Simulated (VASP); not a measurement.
Write the native input for VASP 6.6.1 that does the following.

| Item | Value |
| --- | --- |
| Task | electric field gradients |
| Functional | LDA |
| Potentials or basis | VASP PAW LDA potentials, release 64 (Os) |
| Cutoff | 520 eV |
| k mesh | 14 × 14 × 14 |
| Occupations | fermi-dirac, width 0.03 eV |
| Spin | no spin polarisation |
| Dipole correction | no |
| Further INCAR settings | ALGO = Normal; EDIFF = 1e-08; NBANDS = 10 |

The structure of Os lies in POSCAR:

```
Os
1.0
    0.0000000000      1.9450000000      1.9450000000
    1.9450000000      0.0000000000      1.9450000000
    1.9450000000      1.9450000000      0.0000000000
Os
1
Direct
    0.0000000000      0.0000000000      0.0000000000
```

The input as run:

INCAR

```
ALGO = Normal ; EDIFF = 1E-8
ENCUT = 520 ; GGA = CA
ISIF = 2 ; ISMEAR = -1
LASPH = True ; LCHARG = False
LEFG = True ; LREAL = False
LWAVE = False ; NBANDS = 10
NELM = 80 ; PREC = Accurate
SIGMA = 0.03
```

KPOINTS

```
k-points
0
Gamma
  14 14 14
```

Potentials or basis: VASP PAW LDA potentials, release 64 (Os).

The run is started by

```bash
$ cat potpaw_LDA.64/Os/POTCAR > POTCAR
$ mpirun -np 1 vasp_std > vasp.out
```

It gave:

```json
{
  "Pressure": "-24.9 GPa",
  "Band gap on the k mesh": "zero (band 4 reaches 10.86 eV, above the bottom of band 5 at 7.25 eV)"
}
```

Caveat: without QUAD_EFG the Cq values of the log hold for a quadrupole moment of 1 mb, not for the nuclei; spin-orbit coupling is left out, which moves the levels of the heavy elements.

It took 5.8 s on 1 thread of Intel(R) Xeon(R) 6975P-C (Granite Rapids), on a shared host, peak memory 0.13 GiB.
